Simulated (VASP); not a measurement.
Wanted: the native input for a VASP 6.6.1 run.

```
Task                   : relaxation of cell and atoms
Functional             : PBE
Dispersion             : D4
Potentials or basis    : VASP PAW PBE potentials, release 64 (Ag)
Cutoff                 : 600 eV
k mesh                 : 8 × 8 × 8
Occupations            : methfessel-paxton, width 0.2 eV
Spin                   : non-collinear spin, zero start, spin-orbit coupling
Starting moments       : [[0.0, 0.0, 0.0]] μB
Hubbard terms          : Ag d U = 7.5 eV
Dipole correction      : no
Further INCAR settings : ALGO = Normal; EDIFF = 1e-07; IBRION = 2; EDIFFG = -0.01; NSW = 60; ISIF = 3
```

The structure of Ag lies in POSCAR:

```
Ag
1.0
    0.0000000000      2.0427500000      2.0427500000
    2.0427500000      0.0000000000      2.0427500000
    2.0427500000      2.0427500000      0.0000000000
Ag
1
Direct
    0.0000000000      0.0000000000      0.0000000000
```

One way to write it, as run:

INCAR

```
SYSTEM = Ag
ALGO = Normal
EDIFF = 1E-7
EDIFFG = -0.01
ENCUT = 600
GGA = PE
GGA_COMPAT = .FALSE.
IBRION = 2
ISIF = 3
ISMEAR = 1
IVDW = 13
LASPH = .TRUE.
LCHARG = .FALSE.
LDAU = .TRUE.
LDAUJ = 0
LDAUL = 2
LDAUPRINT = 1
LDAUTYPE = 2
LDAUU = 7.5
LMAXMIX = 4
LNONCOLLINEAR = .TRUE.
LORBIT = 11
LORBMOM = .TRUE.
LREAL = .FALSE.
LSORBIT = .TRUE.
LWAVE = .FALSE.
MAGMOM = 0 0 0
NELM = 150
NSW = 60
PREC = Accurate
SIGMA = 0.2
```

KPOINTS

```
k-points
0
G
  8 8 8
  0 0 0
```

Potentials or basis: VASP PAW PBE potentials, release 64 (Ag).

The run is started by

```sh
$ cat potpaw_PBE.64/Ag/POTCAR > POTCAR
$ mpirun -np 1 vasp_ncl > vasp.out
```

It gave:

```
Relaxed volume                                        : 16.60 Å³/atom
Relaxed cell                                          : a = 2.864 Å, b = 2.864 Å, c = 2.864 Å, α = 60.00°, β = 60.00°, γ = 60.00°
Space group after relaxing (to 0.05 Å)                : Fm-3m (No. 225)
Energy gained by relaxing                             : 3.0 meV/atom
Ionic steps                                           : 3
Pressure after relaxing                               : 0.0 GPa
Net moment                                            : 0.00 μB per cell
Valence electrons inside the program's atomic spheres : Ag 10.19
Dispersion energy per atom                            : -0.582 eV
```

Caveat: the U is typed as a test and isn't derived for this compound.

Wall time 55 s on 1 thread of Intel Xeon 6975P-C, with other jobs on the host, peak memory 0.21 GiB.
